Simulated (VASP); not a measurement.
Wanted: the native input for a VASP 6.6.1 run.

```
Task                   : single point
Functional             : r2SCAN
Potentials or basis    : VASP PAW PBE potentials, release 64 (Cd, Au)
Cutoff                 : 520 eV
k mesh                 : 12 × 12 × 12
Occupations            : gaussian, width 0.1 eV
Spin                   : no spin polarisation
Dipole correction      : no
Further INCAR settings : ALGO = Normal; EDIFF = 1e-06; NBANDS = 18
```

Crystal: CdAu.

```
Cd Au
1.0
     3.41786    0.00000    0.00000
     0.00000    3.41786    0.00000
     0.00000    0.00000    3.41786
Cd Au
1 1
Cartesian
  1.7089 1.7089 1.7089
  0.0000 0.0000 0.0000
```

This cell differs from its parent crystal: volume scaled by 1.06.

One way to write it, as run:

POSCAR

```
CdAu
1.0
    3.4178566803      0.0000000000      0.0000000000
    0.0000000000      3.4178566803      0.0000000000
    0.0000000000      0.0000000000      3.4178566803
Cd Au
1 1
Direct
    0.5000000000      0.5000000000      0.5000000000
    0.0000000000      0.0000000000      0.0000000000
```

INCAR.step1

```
SYSTEM = CdAu
PREC = Accurate ; ENCUT = 520
ISMEAR = 0 ; SIGMA = 0.1
LREAL = .False. ; LASPH = .True.
NELM = 100 ; NBANDS = 18
GGA = PE ; ALGO = Normal
EDIFF = 1E-4 ; LWAVE = .True.
LCHARG = .False.
```

INCAR.step2

```
SYSTEM = CdAu
PREC = Accurate ; ENCUT = 520
EDIFF = 1E-6 ; ISMEAR = 0
SIGMA = 0.1 ; LREAL = .False.
LASPH = .True. ; NELM = 100
ALGO = Normal ; ISIF = 2
LWAVE = .False. ; LCHARG = .True.
METAGGA = R2SCAN ; LMIXTAU = .True.
LELF = .True. ; LVHAR = .True.
NBANDS = 18 ; ISTART = 1
```

KPOINTS

```
regular mesh
0
Gamma
  12 12 12
  0 0 0
```

Potentials or basis: VASP PAW PBE potentials, release 64 (Cd, Au).

The run is started by

```bash
$ cat potpaw_PBE.64/Cd/POTCAR potpaw_PBE.64/Au/POTCAR > POTCAR
$ cp INCAR.step1 INCAR
$ mpirun -np 1 vasp_std > vasp.out
$ cp INCAR.step2 INCAR
$ mpirun -np 1 vasp_std > vasp.out
```

Results of the run:

- Pressure: -4.6 GPa

Caveat: the PAW data sets were made with another functional, which shifts forces and pressure a little.

Run time: 78 s on 1 thread of Intel(R) Xeon(R) 6975P-C (Granite Rapids), on a shared host, peak memory 0.21 GiB.
